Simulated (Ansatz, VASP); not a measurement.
**Ti2Al6H in VASP and in Ansatz**

```xyz
9
Lattice="5.0242 0.0000 0.0000 2.1589 4.5367 0.0000 0.0000 0.0000 21.2187" Properties=species:S:1:pos:R:3 pbc="T T T"
Al    2.5121    0.0000    4.0000
Al    1.0794    2.2684    4.0000
Al    0.0000    0.0000    5.3414
Al    1.0794    2.2684    6.7763
Al    2.5121    0.0000    6.7763
Al    3.5915    2.2684    8.1187
Ti    3.5915    2.2684    5.3414
Ti    0.0000    0.0000    8.0567
H     5.1485    3.7806   11.2187
```

Alike in both runs: task single point; functional PBE; dispersion D3(BJ); k mesh 6 × 6 × 1; occupations gaussian, width 0.1 eV; no spin polarisation.

|  | VASP | Ansatz |
| --- | --- | --- |
| version | VASP 6.6.1 | Ansatz 0.2.0 |
| potentials or method | VASP PAW PBE potentials, release 64 (Al, Ti_sv, H), cutoff 520 eV | scalar-relativistic, plane waves, PAW |
| valence electrons in the cell | 43 | 43 |

```tsv
	VASP	Ansatz	Ansatz less VASP
gap on the k mesh at the Fermi level (eV)	none	none	-
rms of the force components (eV/Å)	0.274	0.274	-0.0002
```

A gap of «none» marks a metal or a gap that the smearing closes.
